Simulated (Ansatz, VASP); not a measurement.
**Two plane-wave programs on FeO**

File INCAR:

```
SYSTEM = FeO
PREC     = Accurate       ! precision mode
ENCUT    = 520            ! plane-wave cutoff, eV
EDIFF    = 1E-7           ! SCF threshold, eV
ISMEAR   = 0              ! smearing method
SIGMA    = 0.05           ! smearing width, eV
LREAL    = .False.        ! projectors in reciprocal space
LASPH    = .True.         ! aspherical terms in the spheres
NELM     = 150            ! most SCF steps
ALGO     = Normal         ! electronic algorithm
ISIF     = 2              ! what is computed and relaxed
LWAVE    = .False.        ! write WAVECAR
LCHARG   = .False.        ! write CHGCAR
LMAXMIX  = 4              ! l up to which the mixer works
LDAU     = .True.         ! DFT+U
LDAUTYPE = 2            
LDAUL    = 2 -1           ! shell
LDAUU    = 4 0            ! U, eV
LDAUJ    = 0 0          
LDAUPRINT= 1            
GGA      = PE             ! functional
NBANDS   = 14             ! bands
```

KPOINTS

```
regular mesh
0
Gamma
  10 10 10
  0 0 0
```

Contents of POSCAR:

```
FeO
1.0
    0.0000000000      2.3733177188      2.3733177188
    2.3733177188      0.0000000000      2.3733177188
    2.3733177188      2.3733177188      0.0000000000
Fe O
1 1
Direct
    0.0000000000      0.0000000000      0.0000000000
    0.2500000000      0.2500000000      0.2500000000
```

Input for Ansatz:

```yaml
crystal:
  lattice:
    - [0.0, 2.3733177188, 2.3733177188]
    - [2.3733177188, 0.0, 2.3733177188]
    - [2.3733177188, 2.3733177188, 0.0]
  atoms:
    - { symbol: Fe, position: [0.0, 0.0, 0.0] }
    - { symbol: O, position: [0.25, 0.25, 0.25] }
basis:
  ecutwfc: 420
  ecutrho_ratio: 4
kpoints:
  mp_grid: { grid: [10, 10, 10] }
hamiltonian:
  xc: pbe
  hubbard: { sites: [{ species: Fe, l: d, u_eff: 4.0 }] }
scf:
  occupations: { method: gaussian, width: 0.05 }
output:
  forces: true
  stress: true
  eigenvalues: true
  populations: true
  hubbard: { sites: [{ species: Fe, l: d }] }
```

Alike in both runs: task single point; functional PBE; k mesh 10 × 10 × 10; occupations gaussian, width 0.05 eV; no spin polarisation; Hubbard terms Fe d U = 4.0 eV.

|  | VASP | Ansatz |
| --- | --- | --- |
| version | VASP 6.6.1 | Ansatz 0.2.0 |
| potentials or method | VASP PAW PBE potentials, release 64 (Fe, O), cutoff 520 eV | scalar-relativistic, plane waves, PAW |
| valence electrons in the cell | 14 | 22 |

|  | VASP | Ansatz | Ansatz less VASP |
| --- | --- | --- | --- |
| gap on the k mesh at the Fermi level (eV) | none | none | - |
| pressure (GPa) | -27.6 | -27.9 | -0.32 |

The programs project onto different local orbitals, so the same U acts differently, and such runs can settle in different states. A gap of «none» marks a metal or a gap that the smearing closes. VASP's potentials hold 14 valence electrons a cell and Ansatz's 22, so a difference there can come from the potentials and not from the codes. Ansatz's warnings: filled band counts differ across k points.
